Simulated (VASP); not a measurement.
**ZrN: single point with PBEsol+D3(BJ)**

ZrN:

```xyz
2
Lattice="0.0000 2.2752 2.2752 2.2752 0.0000 2.2752 2.2752 2.2752 0.0000" Properties=species:S:1:pos:R:3 pbc="T T T"
Zr    2.2752    2.2752    2.2752
N     0.0000    0.0000    0.0000
```

* Program: VASP 6.6.1
* Task: single point
* Functional: PBEsol
* Dispersion: D3(BJ)
* Potentials or basis: VASP PAW PBE potentials, release 64 (Zr_sv, N)
* Cutoff: 600 eV
* k mesh: 8 × 8 × 8
* Occupations: gaussian, width 0.05 eV
* Spin: no spin polarisation
* Dipole correction: no
* Further INCAR settings: ALGO = Normal; EDIFF = 1e-06; NBANDS = 16

```
Pressure                   : -5.1 GPa
Band gap on the k mesh     : zero (an odd number of electrons rules out a gap without spin polarisation)
Dispersion energy per atom : -0.427 eV
```

Levels at points of the mesh, in eV from the Fermi level:
```csv
k point,band 7,band 8,band 9,band 10,band 11,band 12
"(0.00, 0.00, 0.00)",-2.64,-2.64,-0.43,-0.43,-0.43,1.63
"(0.50, 0.00, 0.00)",-5.79,-5.79,3.16,3.22,3.22,4.81
"(0.50, 0.50, 0.00)",-3.61,-3.13,-3.13,3.50,4.74,4.74
```

Run time: 24 s on 1 thread of AMD EPYC 7R43 64-Core Processor (Zen 3), with other jobs on the host, peak memory 0.13 GiB.

Caveat: the cell stands under tension; the PAW data sets were made with another functional, which shifts forces and pressure a little.
